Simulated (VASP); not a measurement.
**Ge: single point with LDA**

Crystal: Ge.

```
Ge
1.0
     1.49300   -2.60331    0.00000
     1.49300    2.60331    0.00000
     0.00000    0.00000    4.74330
Ge
2
Cartesian
  1.4930 -0.8672 1.1858
  1.4930 0.8672 3.5575
```

```yaml
Program: VASP 6.6.1
Task: single point
Functional: LDA
Potentials_or_basis: VASP PAW LDA potentials, release 64 (Ge_d)
Cutoff: 520 eV
k_mesh: 11 × 11 × 6
Occupations: fermi-dirac, width 0.1 eV
Spin: no spin polarisation
```

```json
{
 "Pressure": "-1.9 GPa",
 "Largest force": "0.005 eV/Å",
 "Band gap on the k mesh": "zero (band 14 reaches 13.27 eV, above the bottom of band 15 at 4.13 eV)"
}
```

Forces in eV/Å, atoms in the order of the input:
```
Ge   0.000  0.005  0.000
Ge   0.000 -0.005  0.000
```

Stress tensor (GPa, compression positive):
```
-3.96  0.00  0.00
 0.00 -3.87  0.00
 0.00  0.00  2.13
```

Levels at points of the mesh, in eV from the Fermi level:
```
           k point  band 10  band 11  band 12  band 13  band 14  band 15  band 16  band 17  band 18  band 19
(0.00, 0.00, 0.00)   -24.70   -13.35    -7.58    -5.50     6.38     6.49     8.43     8.55     9.78    11.30
(0.00, 0.00, 0.50)   -24.72   -11.69   -11.69     1.76     1.76     7.49     7.49     7.60     7.60    12.61
```

It took 27 s on 1 thread of Intel(R) Xeon(R) 6975P-C (Granite Rapids), with other jobs on the host, peak memory 0.19 GiB.
